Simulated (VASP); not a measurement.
# ScB23N24 (a cell with a defect): single point with PBE

System: ScB23N24 (a cell with a defect).

```
CELL_PARAMETERS angstrom
0.00000 6.99063 4.33218
3.75490 0.00000 6.49827
5.00653 13.98126 0.00000
ATOMIC_POSITIONS crystal
Sc 0.02125 0.94602 0.32941
B 0.05185 0.02211 0.48483
B 0.93858 0.98512 0.76317
B 0.04423 0.02570 0.97917
B 0.93976 0.31923 0.26510
B 0.04989 0.35573 0.48144
B 0.95015 0.31097 0.76417
B 0.04655 0.35732 0.97986
B 0.95438 0.63840 0.27418
B 0.05031 0.68582 0.48278
B 0.93849 0.65187 0.76323
B 0.04688 0.69086 0.97999
B 0.54828 0.02491 0.22934
B 0.45195 0.97128 0.51985
B 0.54186 0.02625 0.73068
B 0.46434 0.96916 0.01760
B 0.54854 0.35580 0.22946
B 0.43802 0.32101 0.51372
B 0.54529 0.35813 0.73109
B 0.45232 0.30936 0.01984
B 0.55591 0.68544 0.23050
B 0.43433 0.65501 0.51018
B 0.54574 0.69090 0.73052
B 0.47165 0.63288 0.01940
N 0.28623 0.19709 0.10277
N 0.38022 0.24603 0.31375
N 0.28406 0.19945 0.59858
N 0.37813 0.24758 0.81231
N 0.29488 0.52567 0.10631
N 0.38055 0.57952 0.31397
N 0.26178 0.54761 0.59467
N 0.37803 0.58088 0.81286
N 0.34901 0.83488 0.09793
N 0.37926 0.91270 0.31407
N 0.26507 0.87662 0.59562
N 0.37741 0.91470 0.81214
N 0.87822 0.24754 0.06242
N 0.76601 0.21825 0.35309
N 0.88247 0.24483 0.56555
N 0.78114 0.20111 0.85009
N 0.88435 0.57711 0.06431
N 0.77026 0.54416 0.34391
N 0.88243 0.57731 0.56538
N 0.78504 0.53217 0.84609
N 0.87824 0.91401 0.06289
N 0.79153 0.83787 0.37472
N 0.87969 0.91388 0.56193
N 0.77584 0.87333 0.84494
```

- Program: VASP 6.6.1
- Task: single point
- Functional: PBE
- Potentials or basis: VASP PAW PBE potentials, release 64 (Sc_sv, B, N)
- Cutoff: 520 eV
- k mesh: 4 × 3 × 2
- Occupations: fermi-dirac, width 0.01 eV
- Spin: no spin polarisation
- Dipole correction: no
- Further INCAR settings: LREAL = Auto; ALGO = Normal; EDIFF = 1e-07; NBANDS = 130

* Pressure: 6.1 GPa
* Largest force: 0.127 eV/Å
* Band gap on the k mesh: 3.23 eV

Forces in eV/Å, atoms in the order of the input:
```
Sc   0.005  0.124  0.027
B   -0.001 -0.001 -0.013
B    0.000 -0.002  0.003
B   -0.002 -0.001  0.003
B   -0.004 -0.005  0.001
B    0.006 -0.001  0.002
B   -0.001 -0.001 -0.005
B   -0.002 -0.001 -0.003
B   -0.003 -0.001  0.011
B    0.003 -0.006  0.003
B   -0.001 -0.001 -0.001
B   -0.001  0.001  0.000
B    0.002 -0.001  0.000
B    0.010 -0.003  0.008
B   -0.010 -0.006  0.005
B    0.010 -0.001  0.011
B    0.006 -0.003  0.006
B    0.005 -0.006 -0.010
B    0.000 -0.003  0.001
B   -0.004  0.001  0.005
B    0.001  0.002 -0.009
B    0.000 -0.001  0.000
B   -0.002  0.000  0.002
B   -0.003  0.001 -0.012
N    0.000  0.001 -0.006
N   -0.004  0.003 -0.002
N   -0.004  0.001  0.002
N    0.003  0.002 -0.002
N    0.005 -0.001  0.000
N   -0.010  0.008 -0.004
N   -0.003  0.004  0.001
N    0.001  0.001  0.000
N   -0.046 -0.036  0.010
N   -0.001  0.003  0.015
N   -0.003  0.002 -0.001
N    0.003  0.001 -0.002
N    0.000  0.000 -0.003
N    0.040 -0.073  0.018
N    0.001 -0.001  0.002
N    0.003  0.001  0.000
N    0.001 -0.003  0.000
N    0.000  0.001 -0.001
N   -0.003  0.003 -0.004
N    0.003  0.003  0.005
N    0.001  0.003 -0.001
N   -0.012 -0.023 -0.051
N    0.011  0.017 -0.005
N   -0.001  0.000 -0.005
```

Stress tensor (GPa, compression positive):
```
 7.97 -0.02  0.13
-0.02  2.24 -0.01
 0.13 -0.01  8.11
```

Levels at points of the mesh, in eV from the valence-band top:
| k point | band 96 | band 97 | band 98 | band 99 | band 100 | band 101 | band 102 | band 103 | band 104 | band 105 |
| --- | --- | --- | --- | --- | --- | --- | --- | --- | --- | --- |
| (0.00, 0.00, 0.00) | -0.97 | -0.83 | -0.66 | -0.18 | -0.02 | 3.29 | 3.52 | 3.81 | 4.03 | 4.20 |
| (0.50, 0.00, 0.00) | -1.01 | -0.81 | -0.65 | -0.20 | -0.01 | 3.26 | 3.41 | 3.74 | 4.03 | 4.39 |
| (0.00, 0.00, 0.50) | -1.18 | -1.16 | -0.58 | -0.14 | -0.02 | 3.42 | 3.56 | 3.99 | 4.13 | 4.48 |
| (0.50, 0.00, 0.50) | -1.14 | -1.08 | -0.57 | -0.11 | 0.00 | 3.26 | 3.30 | 4.06 | 4.18 | 4.46 |

Run time: 63 min on 1 thread of Intel(R) Xeon(R) Platinum 8488C (Sapphire Rapids), with other jobs on the host, peak memory 1.1 GiB.
